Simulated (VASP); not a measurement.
A run of VASP 6.6.1:

Contents of INCAR:

```
  PREC = Accurate
  ENCUT = 520
  EDIFF = 1E-6
  ISMEAR = -1
  SIGMA = 0.1
  LREAL = False
  LASPH = True
  NELM = 80
  ALGO = Normal
  ISIF = 2
  LWAVE = False
  LCHARG = True
  GGA = RP
  LELF = True
  LVHAR = True
  NBANDS = 18
```

File KPOINTS:

```
regular mesh
0
Gamma
  11 11 6
```

POSCAR

```
La
1.0
    3.8076878839      0.0000000000      0.0000000000
   -1.9038439419      3.2975544371      0.0000000000
    0.0000000000      0.0000000000      6.0995191323
La
2
Direct
    0.3333333333      0.6666666667      0.2500000000
    0.6666666667      0.3333333333      0.7500000000
```

Potentials or basis: VASP PAW PBE potentials, release 64 (La).

Launch:

```console
$ cat potpaw_PBE.64/La/POTCAR > POTCAR
$ mpirun -np 1 vasp_std > vasp.out
```

Hardware: 1 thread of AMD EPYC 9R45 96-Core Processor (Zen 5), on a shared host.

Question: Estimate the wall time of this run.

Answer: Wall time 69 s on 1 thread of AMD EPYC 9R45 96-Core Processor (Zen 5), with other jobs on the host, peak memory 0.21 GiB. Counts: scf iterations 17, k points 64.
